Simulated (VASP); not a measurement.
# Lu (Pm-3m) in VASP: a series of runs

Runs on Lu. Level: PBE. Tasks: single point.

Program: VASP 6.6.1. These are calculated values, not measurements. Logs are shortened: lines on timing, memory, paths and dates and some standing lists are left out, and cuts for length are marked.

## (1) The cell of the first run

It takes space group Pm-3m (No. 221, cubic). The conventional cell has a = 2.628 Å, b = 2.628 Å, c = 2.628 Å, α = 90.00°, β = 90.00°, γ = 90.00°. Within 3.5 Å of Lu (site symmetry m-3m) lie 6 Lu at 2.63 Å.

## (2) Single point, PBE (volume scaled by 0.55)

File INCAR:

```
SYSTEM = Lu
PREC     = Accurate       ! precision mode
ENCUT    = 520            ! plane-wave cutoff, eV
EDIFF    = 1E-6           ! SCF threshold, eV
ISMEAR   = -1             ! smearing method
SIGMA    = 0.1            ! smearing width, eV
LREAL    = .False.        ! projectors in reciprocal space
LASPH    = .True.         ! aspherical terms in the spheres
NELM     = 80             ! most SCF steps
ALGO     = Normal         ! electronic algorithm
ISIF     = 2              ! what is computed and relaxed
LWAVE    = .False.        ! write WAVECAR
LCHARG   = .False.        ! write CHGCAR
GGA      = PE             ! functional
NBANDS   = 18             ! bands
```

File KPOINTS:

```
regular mesh
0
Gamma
  12 12 12
  0 0 0
```

File POSCAR:

```
Lu
1.0
    2.6276306319      0.0000000000      0.0000000000
    0.0000000000      2.6276306319      0.0000000000
    0.0000000000      0.0000000000      2.6276306319
Lu
1
Direct
    0.0000000000      0.0000000000      0.0000000000
```

Potentials or basis: VASP PAW PBE potentials, release 64 (Lu).

On the command line:

```bash
cat potpaw_PBE.64/Lu/POTCAR > POTCAR
mpirun -np 1 vasp_std > vasp.out
```

OUTCAR:

```text
SYSTEM = Lu
   PREC = Accurate
   ENCUT = 520
   EDIFF = 1E-6
   ISMEAR = -1
   LREAL = .False.
   LASPH = .True.
   NELM = 80
   ISIF = 2
   GGA = PE

 ion  position               nearest neighbor table
   1  0.000  0.000  0.000-

  LATTYP: Found a simple cubic cell.
 ALAT       =     2.6276306319

  Lattice vectors:

 A1 = (   2.6276306319,   0.0000000000,   0.0000000000)
 A2 = (   0.0000000000,   2.6276306319,   0.0000000000)
 A3 = (   0.0000000000,   0.0000000000,   2.6276306319)

Analysis of symmetry for initial positions (statically):
=====================================================================
 Subroutine PRICEL returns:
 Original cell was already a primitive cell.

 Routine SETGRP: Setting up the symmetry group for a
 simple cubic supercell.

 Subroutine GETGRP returns: Found 48 space group operations
[... 9 lines left out ...]

 Routine SETGRP: Setting up the symmetry group for a
 simple cubic supercell.

 Subroutine GETGRP returns: Found 48 space group operations
[... 11 lines left out ...]
                                     Primitive cell

  volume of cell :      18.1423

  direct lattice vectors                    reciprocal lattice vectors
     2.627630632  0.000000000  0.000000000     0.380570993  0.000000000  0.000000000
     0.000000000  2.627630632  0.000000000     0.000000000  0.380570993  0.000000000
     0.000000000  0.000000000  2.627630632     0.000000000  0.000000000  0.380570993

  length of vectors
     2.627630632  2.627630632  2.627630632     0.380570993  0.380570993  0.380570993

  position of ions in fractional coordinates (direct lattice)
     0.000000000  0.000000000  0.000000000

  ion indices of the primitive-cell ions
   primitive index   ion index
                 1           1

----------------------------------------------------------------------------------------

 KPOINTS: regular mesh

Automatic generation of k-mesh.
 Grid dimensions read from file:
 generate k-points for:   12   12   12

 Generating k-lattice:

  Cartesian coordinates                     Fractional coordinates (reciprocal lattice)
     0.031714249  0.000000000  0.000000000     0.083333333  0.000000000  0.000000000
     0.000000000  0.031714249  0.000000000     0.000000000  0.083333333  0.000000000
     0.000000000  0.000000000  0.031714249     0.000000000  0.000000000  0.083333333

  Length of vectors
     0.031714249  0.031714249  0.031714249

  Shift w.r.t. Gamma in fractional coordinates (k-lattice)
     0.000000000  0.000000000  0.000000000

 Subroutine IBZKPT returns following result:
 ===========================================

 Found     84 irreducible k-points:

 Following reciprocal coordinates:
            Coordinates               Weight
  0.000000  0.000000  0.000000      1.000000
  0.083333  0.000000  0.000000      6.000000
  0.166667  0.000000  0.000000      6.000000
  0.250000  0.000000  0.000000      6.000000
  0.333333  0.000000  0.000000      6.000000
  0.416667  0.000000  0.000000      6.000000
[... 16 lines left out ...]
  0.333333  0.333333  0.000000     12.000000
  0.416667  0.333333  0.000000     24.000000
 [... further k-points ...]
   k-points           NKPTS =     84   k-points in BZ     NKDIM =     84   number of bands    NBANDS=     18
   number of dos      NEDOS =    301   number of ions     NIONS =      1
   total plane-waves  NPLWV =   8000
   dimension x,y,z NGX =    20 NGY =   20 NGZ =   20
   dimension x,y,z NGXF=    40 NGYF=   40 NGZF=   40
   ions per type =               1
   NGX,Y,Z   is equivalent  to a cutoff of  12.65, 12.65, 12.65 a.u.
   NGXF,Y,Z  is equivalent  to a cutoff of  25.31, 25.31, 25.31 a.u.
 SYSTEM =  Lu
   PREC   = accura    normal or accurate (medium, high low for compatibility)
   ISTART =      0    job   : 0-new  1-cont  2-samecut
   ICHARG =      2    charge: 1-file 2-atom 10-const
   ISPIN  =      1    spin polarized calculation?
   LNONCOLLINEAR =      F non collinear calculations
   LSORBIT =      F    spin-orbit coupling
   LASPH  =      T    aspherical Exc in radial PAW
   ENCUT  =  520.0 eV  38.22 Ry    6.18 a.u.   4.89  4.89  4.89*2*pi/ulx,y,z
   NELM   =     80;   NELMIN=  2; NELMDL= -5     # of ELM steps
   EDIFF  = 0.1E-05   stopping-criterion for ELM
   LREAL  =      F    real-space projection
   EDIFFG = 0.1E-04   stopping-criterion for IOM
   NSW    =      0    number of steps for IOM
   IBRION =     -1    ionic relax: 0-MD 1-quasi-New 2-CG
   NFREE  =      0    steps in history (QN), initial steepest desc. (CG)
   ISIF   =      2    stress and relaxation
   ISYM   =      2    0-nonsym 1-usesym 2-fastsym
   POTIM  = 0.5000    time-step for ionic-motion
   TEBEG  =    0.0;   TEEND  =   0.0 temperature during run
   PSTRESS=    0.0 pullay stress
   NELECT =      25.0000    total number of electrons
   NUPDOWN=      -1.0000    fix difference up-down
   EMIN   =  10.00;   EMAX   =-10.00  energy-range for DOS
   EFERMI =   0.00;   METHOD = LEGACY
   ISMEAR =    -1;   SIGMA  =   0.10  broadening in eV -4-tet -1-fermi 0-gaus
   EFERMI_NEDOS =   21; number of points for ismear=-14 and -15
   IALGO  =     38    algorithm
   IMIX   =      4    mixing-type and parameters
     AMIX     =   0.40;   BMIX     =  1.00
     AMIX_MAG =   1.60;   BMIX_MAG =  1.00
  volume/ion in A,a.u.               =      18.14       122.43
  Fermi-wavevector in a.u.,A,eV,Ry     =   1.821757  3.442622 45.155011  3.318800
  Thomas-Fermi vector in A             =   2.878055
   LORBIT       =      0    0 simple, 1 ext, 2 COOP (PROOUT), +10 PAW based schemes
   GGA     = PE    functional components
   LHFCALC =     F    Hartree Fock is set to
   AEXX    =    0.0000 exact exchange contribution
   IVDW    =     0    specifies the selected vdW correction
   LEPSILON=     F    determine dielectric tensor
   LRPA    =     F    only Hartree local field effects (RPA)
 non-spin polarized calculation
  energy-cutoff  :      520.00
  volume of cell :       18.14
 maximum number of plane-waves:       512
 NGX is ok and might be reduce to    20
   NGX =  9   NGY =  9   NGZ =  9

 number of electron      24.9999982 magnetization

 Free energy of the ion-electron system (eV)
  ---------------------------------------------------
  ext. energy  EPLUGINS =         0.00000000
  ---------------------------------------------------
  free energy    TOTEN  =        -2.27981773 eV

  energy without entropy =       -2.23679317  energy(sigma->0) =       -2.25830545

 E-fermi :   4.3480     XC(G=0): -13.1514

 val. band max:        4.3464547205   @ k =   0.4167   0.0833   0.0000
 cond. band min:       4.3718494967   @ k =   0.3333   0.1667   0.0000
 fundamental gap:      0.0253947762
 Fermi energy:         4.3480473911

 k-point     1 :       0.0000    0.0000    0.0000
  band No.  band energies     occupation
      1     -51.9335      2.00000
      2     -21.3211      2.00000
      3     -21.3211      2.00000
      4     -21.3211      2.00000
      5      -2.4012      2.00000
      6      -0.7101      2.00000
[... 10 lines left out ...]
     17      14.7911      0.00000
     18      20.9831      0.00000

 k-point     2 :       0.0833    0.0000    0.0000
  band No.  band energies     occupation
      1     -51.9156      2.00000
      2     -21.5424      2.00000
      3     -21.3027      2.00000
      4     -21.3027      2.00000
      5      -2.1230      2.00000
      6      -0.7238      2.00000
[... 10 lines left out ...]
     17      14.8356      0.00000
     18      19.8049      0.00000

 k-point     3 :       0.1667    0.0000    0.0000
  band No.  band energies     occupation
      1     -51.8663      2.00000
      2     -22.1141      2.00000
      3     -21.2519      2.00000
      4     -21.2519      2.00000
      5      -1.4097      2.00000
      6      -0.7588      2.00000
[... 10 lines left out ...]
     17      14.9592      0.00000
     18      17.8922      0.00000

 k-point     4 :       0.2500    0.0000    0.0000
  band No.  band energies     occupation
      1     -51.7983      2.00000
      2     -22.8308      2.00000
      3     -21.1818      2.00000
      4     -21.1818      2.00000
      5      -0.8577      2.00000
      6      -0.8022      2.00000
[... 10 lines left out ...]
     17      15.1331      0.00000
     18      16.5875      0.00000

 k-point     5 :       0.3333    0.0000    0.0000
  band No.  band energies     occupation
      1     -51.7295      2.00000
      2     -23.4888      2.00000
      3     -21.1107      2.00000
      4     -21.1107      2.00000
      5      -0.8997      2.00000
      6      -0.8413      2.00000
[... 10 lines left out ...]
     17      15.3132      0.00000
     18      16.6779      0.00000

 k-point     6 :       0.4167    0.0000    0.0000
  band No.  band energies     occupation
      1     -51.6785      2.00000
      2     -23.9401      2.00000
      3     -21.0581      2.00000
      4     -21.0581      2.00000
      5      -0.9360      2.00000
      6      -0.8676      2.00000
[... 10 lines left out ...]
     17      15.4494      0.00000
     18      18.2980      0.00000

 k-point     7 :       0.5000    0.0000    0.0000
  band No.  band energies     occupation
      1     -51.6597      2.00000
      2     -24.0998      2.00000
      3     -21.0387      2.00000
      4     -21.0387      2.00000
      5      -0.9483      2.00000
      6      -0.8768      2.00000
[... 10 lines left out ...]
     17      15.5002      0.00000
     18      18.7613      0.00000

 k-point     8 :       0.0833    0.0833    0.0000
  band No.  band energies     occupation
      1     -51.8977      2.00000
      2     -21.5414      2.00000
      3     -21.5040      2.00000
      4     -21.2843      2.00000
      5      -1.8444      2.00000
      6      -0.7236      2.00000
[... 10 lines left out ...]
     17      14.3677      0.00000
     18      20.5910      0.00000
[... 229 lines left out ...]
     17      12.1722      0.00000
     18      18.6182      0.00000

 k-point    20 :       0.3333    0.2500    0.0000
  band No.  band energies     occupation
      1     -51.5980      2.00000
      2     -23.2811      2.00000
      3     -22.5352      2.00000
      4     -20.9786      2.00000
      5      -0.8561      2.00000
      6      -0.7857      2.00000
[... 10 lines left out ...]
     17      12.1190      0.00000
     18      18.0224      0.00000

 k-point    21 :       0.4167    0.2500    0.0000
  band No.  band energies     occupation
      1     -51.5480      2.00000
      2     -23.7184      2.00000
      3     -22.4641      2.00000
      4     -20.9278      2.00000
      5      -0.9018      2.00000
      6      -0.8105      2.00000
[... 10 lines left out ...]
     17      12.2936      0.00000
     18      18.4069      0.00000

 k-point    22 :       0.5000    0.2500    0.0000
  band No.  band energies     occupation
      1     -51.5296      2.00000
      2     -23.8737      2.00000
      3     -22.4375      2.00000
      4     -20.9091      2.00000
      5      -0.9185      2.00000
      6      -0.8213      2.00000
[... 10 lines left out ...]
     17      12.3685      0.00000
     18      18.9565      0.00000

 k-point    23 :       0.3333    0.3333    0.0000
  band No.  band energies     occupation
      1     -51.5311      2.00000
      2     -23.2110      2.00000
      3     -23.1258      2.00000
      4     -20.9113      2.00000
      5      -0.8530      2.00000
      6      -0.8285      2.00000
[... 10 lines left out ...]
     17      11.1623      0.00000
     18      17.9953      0.00000

 k-point    24 :       0.4167    0.3333    0.0000
  band No.  band energies     occupation
      1     -51.4817      2.00000
      2     -23.6035      2.00000
      3     -23.0857      2.00000
      4     -20.8614      2.00000
      5      -0.8853      2.00000
      6      -0.8303      2.00000
[... 10 lines left out ...]
     17      11.1702      0.00000
     18      18.1262      0.00000

 [... further k-points ...]
[... 5 lines left out ...]
  --------------------------------------------------------------------------------------
  -------------------------------------------------------------------------------------
  Total        5.5716417      5.5716417      5.5716417      0.0000000      0.0000000      0.0000000
  in kB      492.0404547    492.0404547    492.0404547      0.0000000      0.0000000      0.0000000
  external PRESSURE =     492.0404547 kB  Pullay stress =       0.0000000 kB

 VOLUME and BASIS-vectors are now :
 -----------------------------------------------------------------------------
  energy-cutoff  :      520.00
  volume of cell :       18.14
      direct lattice vectors                 reciprocal lattice vectors
     2.627630632  0.000000000  0.000000000     0.380570993  0.000000000  0.000000000
     0.000000000  2.627630632  0.000000000     0.000000000  0.380570993  0.000000000
     0.000000000  0.000000000  2.627630632     0.000000000  0.000000000  0.380570993

 POSITION                                       TOTAL-FORCE (eV/Angst)
 -----------------------------------------------------------------------------------
      0.00000      0.00000      0.00000         0.000000      0.000000      0.000000
 -----------------------------------------------------------------------------------
    total drift:                                0.000000      0.000000      0.000000

  FREE ENERGIE OF THE ION-ELECTRON SYSTEM (eV)
  ---------------------------------------------------
  free  energy   TOTEN  =        -2.2798177302 eV

  energy  without entropy=       -2.2367931666  energy(sigma->0) =       -2.25830545
```

It took 19 s on 1 thread of Intel Xeon Platinum 8488C (Sapphire Rapids), shared host; peak memory 0.15 GiB.

What came out:

```
Free energy : -2.2798 eV
Pressure    : 49.2 GPa
```

Levels at points of the mesh, in eV from the Fermi level:
```
           k point  band 11  band 12  band 13  band 14  band 15  band 16
(0.00, 0.00, 0.00)    -4.93    -4.84    -1.64    -1.64    10.44    10.44
(0.50, 0.00, 0.00)    -4.77    -2.48    -0.18     1.30     4.60     4.60
(0.50, 0.50, 0.00)    -4.75    -4.39     0.50     5.92     5.92     7.50
(0.50, 0.50, 0.50)    -4.84    -2.02    -2.02    -2.02     6.86    14.71
```

Caveat: spin-orbit coupling is left out, which moves the levels of the heavy elements.

(Continued in part 2 of 2.)
